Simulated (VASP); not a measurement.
Write the native input for VASP 6.6.1 that does the following.

```yaml
Task: single point
Functional: LDA
Potentials_or_basis: VASP PAW LDA potentials, release 64 (Sn_d)
Cutoff: 520 eV
k_mesh: 9 × 9 × 9
Occupations: gaussian, width 0.6 eV
Spin: no spin polarisation
Dipole_correction: no
Further_INCAR_settings: ALGO = Normal; EDIFF = 1e-06; NBANDS = 21
```

The structure of Sn lies in POSCAR:

```
Sn
1.0
    0.0000000000      3.2380799619      3.2380799619
    3.2380799619      0.0000000000      3.2380799619
    3.2380799619      3.2380799619      0.0000000000
Sn
2
Direct
    0.5000000000      0.5000000000      0.5000000000
    0.7500000000      0.7500000000      0.7500000000
```

These files were run (other wordings do the same):

INCAR

```
SYSTEM = Sn
  PREC = Accurate
  ENCUT = 520
  EDIFF = 1E-6
  ISMEAR = 0
  SIGMA = 0.6
  LREAL = .FALSE.
  LASPH = .TRUE.
  NELM = 60
  ALGO = Normal
  ISIF = 2
  LWAVE = .FALSE.
  LCHARG = .TRUE.
  LELF = .TRUE.
  LVHAR = .TRUE.
  NBANDS = 21
```

KPOINTS

```
Automatic mesh
0
G
  9 9 9
  0 0 0
```

Potentials or basis: VASP PAW LDA potentials, release 64 (Sn_d).

The run is started by

```sh
$ cat potpaw_LDA.64/Sn_d/POTCAR > POTCAR
$ mpirun -np 1 vasp_std > vasp.out
```

It gave:

```
Pressure               : 0.1 GPa
Band gap on the k mesh : zero (band 14 reaches 5.51 eV, above the bottom of band 15 at 5.36 eV)
```

Caveat: spin-orbit coupling is left out, which moves the levels of the heavy elements.

Wall time 40 s on 1 thread of Intel(R) Xeon(R) Platinum 8488C (Sapphire Rapids), on a shared host, peak memory 0.18 GiB.
